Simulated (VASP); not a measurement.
# ZrB2 (P6/mmm) in VASP: a series of runs, part 2 of 3

VASP 6.6.1.

**4. Electric field gradients, LDA (volume scaled by 1.02)**

Contents of INCAR:

```
  PREC = Accurate
  ENCUT = 520
  EDIFF = 1E-8
  ISMEAR = -1
  SIGMA = 0.05
  LREAL = False
  LASPH = True
  NELM = 80
  ALGO = Normal
  ISIF = 2
  LWAVE = False
  LCHARG = False
  LEFG = True
  NBANDS = 16
```

Contents of KPOINTS:

```
Automatic mesh
0
Gamma
  12 12 9
```

Contents of POSCAR:

```
ZrB2
1.0
    3.1859607001      0.0000000000      0.0000000000
   -1.5929803501      2.7591229018      0.0000000000
    0.0000000000      0.0000000000      3.5433119376
Zr B
1 2
Direct
    0.0000000000      0.0000000000      0.0000000000
    0.3333333333      0.6666666667      0.5000000000
    0.6666666667      0.3333333333      0.5000000000
```

Potentials or basis: VASP PAW LDA potentials, release 64 (Zr_sv, B).

The run is started by

```sh
$ cat potpaw_LDA.64/Zr_sv/POTCAR potpaw_LDA.64/B/POTCAR > POTCAR
$ mpirun -np 1 vasp_std > vasp.out
```

OUTCAR:

```text
PREC = Accurate
   ENCUT = 520
   EDIFF = 1E-8
   ISMEAR = -1
   LREAL = False
   LASPH = True
   NELM = 80
   ISIF = 2

 ion  position               nearest neighbor table
   1  0.000  0.000  0.000-   2 2.55   3 2.55   2 2.55   3 2.55   3 2.55   3 2.55   2 2.55   2 2.55
                             3 2.55   3 2.55   2 2.55   2 2.55
   2  0.333  0.667  0.500-   3 1.84   3 1.84   3 1.84   1 2.55   1 2.55   1 2.55   1 2.55   1 2.55
                             1 2.55
   3  0.667  0.333  0.500-   2 1.84   2 1.84   2 1.84   1 2.55   1 2.55   1 2.55   1 2.55   1 2.55
                             1 2.55

  LATTYP: Found a hexagonal cell.
 ALAT       =     3.1859607001
 C/A-ratio  =     1.1121643583

  Lattice vectors:

 A1 = (   3.1859607001,   0.0000000000,   0.0000000000)
 A2 = (  -1.5929803501,   2.7591229018,   0.0000000000)
 A3 = (   0.0000000000,   0.0000000000,   3.5433119376)

Analysis of symmetry for initial positions (statically):
=====================================================================
 Subroutine PRICEL returns:
 Original cell was already a primitive cell.

 Routine SETGRP: Setting up the symmetry group for a
 hexagonal supercell.

 Subroutine GETGRP returns: Found 24 space group operations
 (whereof 24 operations were pure point group operations)
 out of a pool of 24 trial point group operations.

The static configuration has the point symmetry D_6h.

Analysis of symmetry for dynamics (positions and initial velocities):
=====================================================================
 Subroutine PRICEL returns:
 Original cell was already a primitive cell.

 Routine SETGRP: Setting up the symmetry group for a
[... 616 lines left out ...]
     15      17.8443      0.00000
     16      20.7265      0.00000

 [... further k-points ...]

------------------------ aborting loop because EDIFF is reached ----------------------------------------

  FORCE on cell =-STRESS in cart. coord.  units (eV):
  Direction    XX          YY          ZZ          XY          YZ          ZX
  --------------------------------------------------------------------------------------
  -------------------------------------------------------------------------------------
  Total       -2.2986980     -2.2986980     -1.9814183      0.0000000     -0.0000000      0.0000000
  in kB     -118.2419667   -118.2419667   -101.9215215      0.0000000     -0.0000000      0.0000000
  external PRESSURE =    -112.8018183 kB  Pullay stress =       0.0000000 kB

 VOLUME and BASIS-vectors are now :
 -----------------------------------------------------------------------------
  energy-cutoff  :      520.00
  volume of cell :       31.15
      direct lattice vectors                 reciprocal lattice vectors
     3.185960700  0.000000000  0.000000000     0.313877067  0.181217009  0.000000000
    -1.592980350  2.759122902  0.000000000     0.000000000  0.362434018  0.000000000
     0.000000000  0.000000000  3.543311938     0.000000000  0.000000000  0.282221836

 POSITION                                       TOTAL-FORCE (eV/Angst)
 -----------------------------------------------------------------------------------
      0.00000      0.00000      0.00000        -0.000000      0.000000     -0.000000
     -0.00000      1.83942      1.77166         0.000000     -0.000000     -0.000000
      1.59298      0.91971      1.77166        -0.000000      0.000000      0.000000
 -----------------------------------------------------------------------------------
    total drift:                               -0.000000      0.000000     -0.000000

  FREE ENERGIE OF THE ION-ELECTRON SYSTEM (eV)
  ---------------------------------------------------
  free  energy   TOTEN  =       -27.4339815630 eV

  energy  without entropy=      -27.4319606510  energy(sigma->0) =      -27.43297111

 Electric field gradients (V/A^2)
---------------------------------------------------------------------
 ion       V_xx      V_yy      V_zz      V_xy      V_xz      V_yz
---------------------------------------------------------------------
   1     -22.295   -22.295    44.590    -0.000    -0.000    -0.000
   2      -0.880    -0.880     1.759    -0.000     0.000    -0.000
   3      -0.880    -0.880     1.759    -0.000     0.000     0.000
---------------------------------------------------------------------

 Electric field gradients after diagonalization (V/A^2)
 (convention: |V_zz| > |V_xx| > |V_yy|)
----------------------------------------------------------------------
 ion       V_xx      V_yy      V_zz     asymmetry (V_yy - V_xx)/ V_zz
----------------------------------------------------------------------
   1     -22.295   -22.295    44.590       0.000
   2      -0.880    -0.880     1.759       0.000
   3      -0.880    -0.880     1.759       0.000
----------------------------------------------------------------------

           NMR quadrupolar parameters

 Cq : quadrupolar parameter    Cq=e*Q*V_zz/h
 eta: asymmetry parameters     (V_yy - V_xx)/ V_zz
 Q  : nuclear electric quadrupole moment in mb (millibarn)
----------------------------------------------------------------------
 ion       Cq(MHz)       eta       Q (mb)
----------------------------------------------------------------------
   1       0.108       0.000       1.000
   2       0.004       0.000       1.000
   3       0.004       0.000       1.000
----------------------------------------------------------------------
```

OSZICAR:

```text
N       E                     dE             d eps       ncg     rms          rms(c)
DAV:   1     0.100164196104E+03    0.10016E+03   -0.96101E+03  3040   0.112E+03
DAV:   2    -0.260087270968E+02   -0.12617E+03   -0.12121E+03  4032   0.291E+02
DAV:   3    -0.301359624319E+02   -0.41272E+01   -0.41109E+01  4656   0.449E+01
DAV:   4    -0.301874586816E+02   -0.51496E-01   -0.51488E-01  3752   0.484E+00
DAV:   5    -0.301885072717E+02   -0.10486E-02   -0.10486E-02  4480   0.472E-01    0.210E+01
DAV:   6    -0.274879060690E+02    0.27006E+01   -0.61506E+00  3944   0.162E+01    0.833E+00
DAV:   7    -0.274396110615E+02    0.48295E-01   -0.60094E-01  4160   0.474E+00    0.321E+00
DAV:   8    -0.274385257049E+02    0.10854E-02   -0.97530E-02  3696   0.248E+00    0.378E-01
DAV:   9    -0.274342595892E+02    0.42661E-02   -0.20136E-02  3840   0.105E+00    0.176E-01
DAV:  10    -0.274339765463E+02    0.28304E-03   -0.15168E-03  3640   0.348E-01    0.399E-02
DAV:  11    -0.274339829398E+02   -0.63935E-05   -0.52924E-05  3968   0.680E-02    0.965E-03
DAV:  12    -0.274339817759E+02    0.11639E-05   -0.26751E-06  3840   0.137E-02    0.604E-03
DAV:  13    -0.274339815567E+02    0.21921E-06   -0.42394E-07  4512   0.574E-03    0.112E-03
DAV:  14    -0.274339815630E+02   -0.62932E-08   -0.24343E-08  3256   0.136E-03
   1 F= -.27433982E+02 E0= -.27432971E+02  d E =-.202091E-02
```

stdout:

```text
POSCAR found type information on POSCAR ZrB
 POSCAR found :  2 types and       3 ions
 scaLAPACK will be used
 LDA part: xc-table for (Slater(with rela. corr.)+CA(PZ))
 , standard interpolation
 POSCAR, INCAR and KPOINTS ok, starting setup
 FFT: planning ... GRIDC
 FFT: planning ... GRID_SOFT
 FFT: planning ... GRID
 WAVECAR not read
 entering main loop
ion   1

ion   2

ion   3
```

It took 32 s on 1 thread of Intel Xeon Platinum 8259CL at 2.50GHz (Skylake/Cascade Lake), shared host; peak memory 0.16 GiB.

Results:

| Item | Value |
| --- | --- |
| Free energy | -27.4340 eV |
| Pressure | -11.3 GPa |
| Band gap on the k mesh | zero (band 9 reaches 11.04 eV, above the bottom of band 10 at 9.79 eV) |

Stress tensor (GPa, compression positive):
```
-11.82   0.00   0.00
  0.00 -11.82   0.00
  0.00   0.00 -10.19
```

Electric field gradients, principal values (V/Å²):
```tsv
atom	least	middle	greatest (by size)
1 Zr	-22.295	-22.295	44.590
2 B	-0.880	-0.880	1.759
3 B	-0.880	-0.880	1.759
```

Caveat: without QUAD_EFG the Cq values of the log hold for a quadrupole moment of 1 mb, not for the nuclei.

(Part 2 of 3 ends here.)
